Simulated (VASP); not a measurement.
# SnO (Pmn2_1) in VASP: further runs

The runs below take SnO through single point, with PBEsol, r2SCAN, LDA.

Program: VASP 6.6.1. These are calculated values, not measurements. Logs are shortened: lines on timing, memory, paths and dates and some standing lists are left out, and cuts for length are marked.

## 1. The cell of the first run

The structure is orthorhombic, space group Pmn2_1 (No. 31). The conventional cell has a = 3.287 Å, b = 5.558 Å, c = 4.136 Å, α = 90.00°, β = 90.00°, γ = 90.00°. Sn (site symmetry m) has 3 O at 2.11 to 2.12 Å within 2.8 Å. O (site symmetry m) has 3 Sn at 2.11 to 2.12 Å and 4 O at 2.90 Å within 3.0 Å.

## 2. Single point, PBEsol (18.89 Å³/atom)

File INCAR:

```
PREC     = Accurate       # precision mode
ENCUT    = 520            # plane-wave cutoff, eV
EDIFF    = 1E-7           # SCF threshold, eV
ISMEAR   = -1             # smearing method
SIGMA    = 0.05           # smearing width, eV
LREAL    = False          # projectors in reciprocal space
LASPH    = True           # aspherical terms in the spheres
NELM     = 80             # most SCF steps
ALGO     = Normal         # electronic algorithm
ISIF     = 2              # what is computed and relaxed
LWAVE    = False          # write WAVECAR
LCHARG   = True           # write CHGCAR
GGA      = PS             # functional
LELF     = True           # ELF
LVHAR    = True         
NBANDS   = 28             # bands
```

File KPOINTS:

```
Automatic mesh
0
Gamma
  8 5 6
```

File POSCAR:

```
SnO
1.0
    3.2865162927      0.0000000000      0.0000000000
    0.0000000000      5.5582734578      0.0000000000
    0.0000000000      0.0000000000      4.1357831634
Sn O
2 2
Direct
    0.5000000000      0.7680910000      0.0131440000
    0.0000000000      0.2319090000      0.5131440000
    0.5000000000      0.1087500000      0.2368570000
    0.0000000000      0.8912500000      0.7368570000
```

Potentials or basis: VASP PAW PBE potentials, release 64 (Sn_d, O).

Started as:

```
$ cat potpaw_PBE.64/Sn_d/POTCAR potpaw_PBE.64/O/POTCAR > POTCAR
$ mpirun -np 1 vasp_std > vasp.out
```

OUTCAR:

```text
PREC = Accurate
   ENCUT = 520
   EDIFF = 1E-7
   ISMEAR = -1
   LREAL = False
   LASPH = True
   NELM = 80
   ISIF = 2
   GGA = PS

 ion  position               nearest neighbor table
   1  0.500  0.768  0.013-   3 2.11   4 2.12   4 2.12   2 3.69   2 3.69   2 3.69   2 3.69
   2  0.000  0.232  0.513-   4 2.11   3 2.12   3 2.12   1 3.69   1 3.69   1 3.69   1 3.69
   3  0.500  0.109  0.237-   1 2.11   2 2.12   2 2.12
   4  0.000  0.891  0.737-   2 2.11   1 2.12   1 2.12

  LATTYP: Found a simple orthorhombic cell.
 ALAT       =     3.2865162927
 B/A-ratio  =     1.2584094509
 C/A-ratio  =     1.6912356315

  Lattice vectors:

 A1 = (  -3.2865162927,   0.0000000000,   0.0000000000)
 A2 = (   0.0000000000,   0.0000000000,   4.1357831634)
 A3 = (   0.0000000000,   5.5582734578,   0.0000000000)

Analysis of symmetry for initial positions (statically):
=====================================================================
 Subroutine PRICEL returns:
 Original cell was already a primitive cell.

 Routine SETGRP: Setting up the symmetry group for a
 simple orthorhombic supercell.

 Subroutine GETGRP returns: Found  4 space group operations
 (whereof  2 operations were pure point group operations)
 out of a pool of  8 trial point group operations.

The static configuration has the point symmetry C_1h.
 The point group associated with its full space group is C_2v.

Analysis of symmetry for dynamics (positions and initial velocities):
=====================================================================
 Subroutine PRICEL returns:
 Original cell was already a primitive cell.

 Routine SETGRP: Setting up the symmetry group for a
 simple orthorhombic supercell.

 Subroutine GETGRP returns: Found  4 space group operations
 (whereof  2 operations were pure point group operations)
 out of a pool of  8 trial point group operations.

The dynamic configuration has the point symmetry C_1h.
 The point group associated with its full space group is C_2v.

 Subroutine INISYM returns: Found  4 space group operations
 (whereof  2 operations are pure point group operations),
 and found     1 'primitive' translations

----------------------------------------------------------------------------------------

                                     Primitive cell

  volume of cell :      75.5498

  direct lattice vectors                    reciprocal lattice vectors
     3.286516293  0.000000000  0.000000000     0.304273556  0.000000000  0.000000000
     0.000000000  5.558273458  0.000000000     0.000000000  0.179911983  0.000000000
     0.000000000  0.000000000  4.135783163     0.000000000  0.000000000  0.241792173

  length of vectors
     3.286516293  5.558273458  4.135783163     0.304273556  0.179911983  0.241792173

  position of ions in fractional coordinates (direct lattice)
     0.500000000  0.768091000  0.013144000
     0.000000000  0.231909000  0.513144000
     0.500000000  0.108750000  0.236857000
     0.000000000  0.891250000  0.736857000

  ion indices of the primitive-cell ions
   primitive index   ion index
                 1           1
                 2           2
                 3           3
                 4           4

----------------------------------------------------------------------------------------

 KPOINTS: Automatic mesh

Automatic generation of k-mesh.
 Grid dimensions read from file:
 generate k-points for:    8    5    6

 Generating k-lattice:

  Cartesian coordinates                     Fractional coordinates (reciprocal lattice)
     0.038034195  0.000000000  0.000000000     0.125000000  0.000000000  0.000000000
     0.000000000  0.035982397  0.000000000     0.000000000  0.200000000  0.000000000
     0.000000000  0.000000000  0.040298696     0.000000000  0.000000000  0.166666667

  Length of vectors
     0.038034195  0.035982397  0.040298696

  Shift w.r.t. Gamma in fractional coordinates (k-lattice)
     0.000000000  0.000000000  0.000000000

 Subroutine IBZKPT returns following result:
 ===========================================

 Found     60 irreducible k-points:

 Following reciprocal coordinates:
            Coordinates               Weight
  0.000000  0.000000  0.000000      1.000000
  0.125000  0.000000  0.000000      2.000000
  0.250000  0.000000  0.000000      2.000000
  0.375000  0.000000  0.000000      2.000000
  0.500000  0.000000  0.000000      1.000000
  0.000000  0.200000  0.000000      2.000000
[... 16 lines left out ...]
  0.250000  0.200000  0.166667      8.000000
  0.375000  0.200000  0.166667      8.000000
 [... further k-points ...]
   k-points           NKPTS =     60   k-points in BZ     NKDIM =     60   number of bands    NBANDS=     28
   number of dos      NEDOS =    301   number of ions     NIONS =      4
   total plane-waves  NPLWV =  32256
   dimension x,y,z NGX =    24 NGY =   42 NGZ =   32
   dimension x,y,z NGXF=    48 NGYF=   84 NGZF=   64
   ions per type =               2   2
   NGX,Y,Z   is equivalent  to a cutoff of  12.14, 12.56, 12.86 a.u.
   NGXF,Y,Z  is equivalent  to a cutoff of  24.28, 25.12, 25.73 a.u.
 SYSTEM =  unknown system
   PREC   = accura    normal or accurate (medium, high low for compatibility)
   ISTART =      0    job   : 0-new  1-cont  2-samecut
   ICHARG =      2    charge: 1-file 2-atom 10-const
   ISPIN  =      1    spin polarized calculation?
   LNONCOLLINEAR =      F non collinear calculations
   LSORBIT =      F    spin-orbit coupling
   LASPH  =      T    aspherical Exc in radial PAW
   ENCUT  =  520.0 eV  38.22 Ry    6.18 a.u.   6.11 10.33  7.69*2*pi/ulx,y,z
   NELM   =     80;   NELMIN=  2; NELMDL= -5     # of ELM steps
   EDIFF  = 0.1E-06   stopping-criterion for ELM
   LREAL  =      F    real-space projection
   EDIFFG = 0.1E-05   stopping-criterion for IOM
   NSW    =      0    number of steps for IOM
   IBRION =     -1    ionic relax: 0-MD 1-quasi-New 2-CG
   NFREE  =      0    steps in history (QN), initial steepest desc. (CG)
   ISIF   =      2    stress and relaxation
   ISYM   =      2    0-nonsym 1-usesym 2-fastsym
   POTIM  = 0.5000    time-step for ionic-motion
   TEBEG  =    0.0;   TEEND  =   0.0 temperature during run
   PSTRESS=    0.0 pullay stress
   NELECT =      40.0000    total number of electrons
   NUPDOWN=      -1.0000    fix difference up-down
   EMIN   =  10.00;   EMAX   =-10.00  energy-range for DOS
   EFERMI =   0.00;   METHOD = LEGACY
   ISMEAR =    -1;   SIGMA  =   0.05  broadening in eV -4-tet -1-fermi 0-gaus
   EFERMI_NEDOS =   21; number of points for ismear=-14 and -15
   IALGO  =     38    algorithm
   IMIX   =      4    mixing-type and parameters
     AMIX     =   0.40;   BMIX     =  1.00
     AMIX_MAG =   1.60;   BMIX_MAG =  1.00
  volume/ion in A,a.u.               =      18.89       127.46
  Fermi-wavevector in a.u.,A,eV,Ry     =   1.324393  2.502741 23.864862  1.754018
  Thomas-Fermi vector in A             =   2.453931
   LORBIT       =      0    0 simple, 1 ext, 2 COOP (PROOUT), +10 PAW based schemes
   GGA     = PS    functional components
   LHFCALC =     F    Hartree Fock is set to
   AEXX    =    0.0000 exact exchange contribution
   IVDW    =     0    specifies the selected vdW correction
   LEPSILON=     F    determine dielectric tensor
   LRPA    =     F    only Hartree local field effects (RPA)
 non-spin polarized calculation
  energy-cutoff  :      520.00
  volume of cell :       75.55
 maximum number of plane-waves:      2058
   NGX = 13   NGY = 21   NGZ = 15

 number of electron      39.9999993 magnetization

 Free energy of the ion-electron system (eV)
  ---------------------------------------------------
  ext. energy  EPLUGINS =         0.00000000
  ---------------------------------------------------
  free energy    TOTEN  =       -23.80678211 eV

  energy without entropy =      -23.80678204  energy(sigma->0) =      -23.80678208

 E-fermi :   6.1163     XC(G=0): -10.0672

 val. band max:        5.4542379313   @ k =   0.1250   0.0000   0.0000
 cond. band min:       6.7876692966   @ k =   0.3750   0.4000   0.0000
 fundamental gap:      1.3334313653
 Fermi energy:         6.1162813890

 k-point     1 :       0.0000    0.0000    0.0000
  band No.  band energies     occupation
      1     -15.9287      2.00000
      2     -15.4818      2.00000
      3     -15.3665      2.00000
      4     -15.3339      2.00000
      5     -15.3015      2.00000
      6     -15.2717      2.00000
[... 20 lines left out ...]
     27      14.2139      0.00000
     28      14.9101      0.00000

 k-point     2 :       0.1250    0.0000    0.0000
  band No.  band energies     occupation
      1     -15.9218      2.00000
      2     -15.4816      2.00000
      3     -15.3887      2.00000
      4     -15.3528      2.00000
      5     -15.3128      2.00000
      6     -15.2677      2.00000
[... 20 lines left out ...]
     27      14.2895      0.00000
     28      14.9892      0.00000

 k-point     3 :       0.2500    0.0000    0.0000
  band No.  band energies     occupation
      1     -15.9147      2.00000
      2     -15.6270      2.00000
      3     -15.3518      2.00000
      4     -15.3302      2.00000
      5     -15.3158      2.00000
      6     -15.2709      2.00000
[... 20 lines left out ...]
     27      13.8694      0.00000
     28      15.0981      0.00000

 k-point     4 :       0.3750    0.0000    0.0000
  band No.  band energies     occupation
      1     -15.9118      2.00000
      2     -15.7848      2.00000
      3     -15.3289      2.00000
      4     -15.3132      2.00000
      5     -15.2889      2.00000
      6     -15.2718      2.00000
[... 20 lines left out ...]
     27      13.7814      0.00000
     28      15.2462      0.00000

 k-point     5 :       0.5000    0.0000    0.0000
  band No.  band energies     occupation
      1     -15.8795      2.00000
      2     -15.8795      2.00000
      3     -15.3199      2.00000
      4     -15.3199      2.00000
      5     -15.2821      2.00000
      6     -15.2821      2.00000
[... 20 lines left out ...]
     27      14.8113      0.00000
     28      14.8113      0.00000

 k-point     6 :       0.0000    0.2000    0.0000
  band No.  band energies     occupation
      1     -15.9253      2.00000
      2     -15.4839      2.00000
      3     -15.3637      2.00000
      4     -15.3326      2.00000
      5     -15.3026      2.00000
      6     -15.2747      2.00000
[... 463 lines left out ...]
      5     -15.3073      2.00000
      6     -15.2939      2.00000
[... 20 lines left out ...]
     27      14.5621      0.00000
     28      15.3382      0.00000

 k-point    22 :       0.1250    0.2000    0.1667
  band No.  band energies     occupation
      1     -15.9026      2.00000
      2     -15.5386      2.00000
      3     -15.3768      2.00000
      4     -15.3463      2.00000
      5     -15.3164      2.00000
      6     -15.2812      2.00000
[... 20 lines left out ...]
     27      14.9800      0.00000
     28      15.6236      0.00000

 k-point    23 :       0.2500    0.2000    0.1667
  band No.  band energies     occupation
      1     -15.9044      2.00000
      2     -15.6612      2.00000
      3     -15.3539      2.00000
      4     -15.3325      2.00000
      5     -15.3085      2.00000
      6     -15.2777      2.00000
[... 20 lines left out ...]
     27      14.7887      0.00000
     28      15.6907      0.00000

 k-point    24 :       0.3750    0.2000    0.1667
  band No.  band energies     occupation
      1     -15.9125      2.00000
      2     -15.8040      2.00000
      3     -15.3340      2.00000
      4     -15.3241      2.00000
      5     -15.2810      2.00000
      6     -15.2671      2.00000
[... 20 lines left out ...]
     27      14.4293      0.00000
     28      15.4928      0.00000

 [... further k-points ...]
[... 5 lines left out ...]
  --------------------------------------------------------------------------------------
  -------------------------------------------------------------------------------------
  Total        1.0495317      1.2744652      0.7171376      0.0000000      0.0000000      0.0000000
  in kB       22.2573103     27.0274516     15.2082641      0.0000000      0.0000000      0.0000000
  external PRESSURE =      21.4976753 kB  Pullay stress =       0.0000000 kB

 VOLUME and BASIS-vectors are now :
 -----------------------------------------------------------------------------
  energy-cutoff  :      520.00
  volume of cell :       75.55
      direct lattice vectors                 reciprocal lattice vectors
     3.286516293  0.000000000  0.000000000     0.304273556  0.000000000  0.000000000
     0.000000000  5.558273458  0.000000000     0.000000000  0.179911983  0.000000000
     0.000000000  0.000000000  4.135783163     0.000000000  0.000000000  0.241792173

 POSITION                                       TOTAL-FORCE (eV/Angst)
 -----------------------------------------------------------------------------------
      1.64326      4.26926      0.05436         0.000000     -0.539032      0.176225
      0.00000      1.28901      2.12225         0.000000      0.539032      0.176225
      1.64326      0.60446      0.97959         0.000000     -0.059483     -0.176225
      0.00000      4.95381      3.04748         0.000000      0.059483     -0.176225
 -----------------------------------------------------------------------------------
    total drift:                                0.000000      0.000000     -0.000823

  FREE ENERGIE OF THE ION-ELECTRON SYSTEM (eV)
  ---------------------------------------------------
  free  energy   TOTEN  =       -23.8067821133 eV

  energy  without entropy=      -23.8067820408  energy(sigma->0) =      -23.80678208
```

Wall time 3 min (1 thread of Intel Xeon 8259CL, shared host); peak memory 0.24 GiB.

Results:

```
Free energy            : -23.8068 eV
Pressure               : 2.1 GPa
Largest force          : 0.567 eV/Å
Band gap on the k mesh : 1.33 eV (least direct gap 1.90 eV)
```

Forces on the atoms (eV/Å):
```
Sn   0.000 -0.539  0.176
Sn   0.000  0.539  0.176
O    0.000 -0.059 -0.176
O    0.000  0.059 -0.176
```

Stress tensor (GPa, compression positive):
```
2.23 0.00 0.00
0.00 2.70 0.00
0.00 0.00 1.52
```

Levels at points of the mesh, in eV from the valence-band top:
```
           k point  band 16  band 17  band 18  band 19  band 20  band 21  band 22  band 23  band 24  band 25
(0.00, 0.00, 0.00)    -4.24    -3.96    -2.97    -2.38    -0.01     2.61     3.20     5.86     6.08     8.35
(0.50, 0.00, 0.00)    -4.91    -2.97    -2.97    -1.32    -1.32     2.53     2.53     5.69     5.69     6.78
(0.00, 0.00, 0.50)    -3.80    -3.57    -3.57    -1.87    -1.87     2.67     2.67     5.32     5.32     8.26
(0.50, 0.00, 0.50)    -4.50    -3.46    -3.46    -1.14    -1.14     1.99     1.99     4.60     4.60     7.10
```

Caveat: the PAW data sets were made with another functional, which shifts forces and pressure a little; spin-orbit coupling is left out, which moves the levels of the heavy elements. A k mesh can miss the band edges.

(Continued in part 2 of 3.)
